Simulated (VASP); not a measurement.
Write the native input for VASP 6.6.1 that does the following.

| Property | Result |
| --- | --- |
| Task | single point |
| Functional | PBE |
| Potentials or basis | VASP PAW PBE potentials, release 64 (Cd, Se) |
| Cutoff | 520 eV |
| k mesh | 7 × 7 × 4 |
| Occupations | fermi-dirac, width 0.05 eV |
| Spin | no spin polarisation |
| Dipole correction | no |
| Further INCAR settings | ALGO = Normal; EDIFF = 1e-07; NBANDS = 26 |

The structure of CdSe (Cadmoselite) lies in POSCAR:

```
CdSe
1.0
    4.3284776511      0.0000000000      0.0000000000
   -2.1642388256      3.7485716056      0.0000000000
    0.0000000000      0.0000000000      7.0664914211
Cd Se
2 2
Direct
    0.6666666667      0.3333333333      0.5000000000
    0.3333333333      0.6666666667      0.0000000000
    0.6666666667      0.3333333333      0.8850000000
    0.3333333333      0.6666666667      0.3850000000
```

This cell differs from its parent crystal: volume scaled by 1.02.

These files were run (other wordings do the same):

INCAR

```
SYSTEM = CdSe
PREC     = Accurate       ! precision mode
ENCUT    = 520            ! plane-wave cutoff, eV
EDIFF    = 1E-7           ! SCF threshold, eV
ISMEAR   = -1             ! smearing method
SIGMA    = 0.05           ! smearing width, eV
LREAL    = .FALSE.        ! projectors in reciprocal space
LASPH    = .TRUE.         ! aspherical terms in the spheres
NELM     = 60             ! most SCF steps
ALGO     = Normal         ! electronic algorithm
ISIF     = 2              ! what is computed and relaxed
LWAVE    = .FALSE.        ! write WAVECAR
LCHARG   = .TRUE.         ! write CHGCAR
GGA      = PE             ! functional
LELF     = .TRUE.         ! ELF
LVHAR    = .TRUE.       
NBANDS   = 26             ! bands
```

KPOINTS

```
regular mesh
0
G
  7 7 4
  0 0 0
```

Potentials or basis: VASP PAW PBE potentials, release 64 (Cd, Se).

The run is started by

```sh
$ cat potpaw_PBE.64/Cd/POTCAR potpaw_PBE.64/Se/POTCAR > POTCAR
$ mpirun -np 1 vasp_std > vasp.out
```

It gave:

```
Pressure               : 2.2 GPa
Largest force          : 0.271 eV/Å
Band gap on the k mesh : 0.66 eV, direct
```

Wall time 62 s on 1 thread of Intel(R) Xeon(R) Platinum 8259CL CPU @ 2.50GHz (Skylake/Cascade Lake), on a shared host, peak memory 0.25 GiB.
